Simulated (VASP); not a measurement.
Write the native input for VASP 6.6.1 that does the following.

```yaml
Task: single point
Functional: PBEsol
Potentials_or_basis: VASP PAW PBE potentials, release 64 (Au)
Cutoff: 520 eV
k_mesh: 22 × 22 × 12
Occupations: gaussian, width 0.15 eV
Spin: no spin polarisation
Dipole_correction: no
Further_INCAR_settings: ALGO = Fast; EDIFF = 1e-07; NBANDS = 18
```

The structure of Au lies in POSCAR:

```
Au
1.0
    1.2931273301     -2.3419000295      0.0000000000
    1.2931273301      2.3419000295      0.0000000000
    0.0000000000      0.0000000000      5.8284423435
Au
2
Direct
    0.6653279700      0.3346720300      0.2500000000
    0.3346720300      0.6653279700      0.7500000000
```

This cell differs from its parent crystal: ratio of the length along z to the lengths across it x 1.3, volume and fractional coordinates fixed.

These files were run (other wordings do the same):

INCAR

```
SYSTEM = Au
  PREC = Accurate
  ENCUT = 520
  EDIFF = 1E-7
  ISMEAR = 0
  SIGMA = 0.15
  LREAL = .False.
  LASPH = .True.
  NELM = 80
  ALGO = Fast
  ISIF = 2
  LWAVE = .False.
  LCHARG = .True.
  GGA = PS
  LELF = .True.
  LVHAR = .True.
  NBANDS = 18
```

KPOINTS

```
regular mesh
0
Gamma
  22 22 12
  0 0 0
```

Potentials or basis: VASP PAW PBE potentials, release 64 (Au).

Launch:

```console
$ cat potpaw_PBE.64/Au/POTCAR > POTCAR
$ mpirun -np 1 vasp_std > vasp.out
```

It gave:

* Pressure: 13.4 GPa
* Largest force: 0.013 eV/Å
* Band gap on the k mesh: zero (bands 11 and 12 overlap by 7.94 eV)

Caveat: the stress differs along the axes, from -4 to 29 GPa; the PAW data sets were made with another functional, which shifts forces and pressure a little; spin-orbit coupling is left out, which moves the levels of the heavy elements.

It took 4.9 min on 1 thread of AMD EPYC 9R14 (Zen 4), with other jobs on the host, peak memory 0.52 GiB.
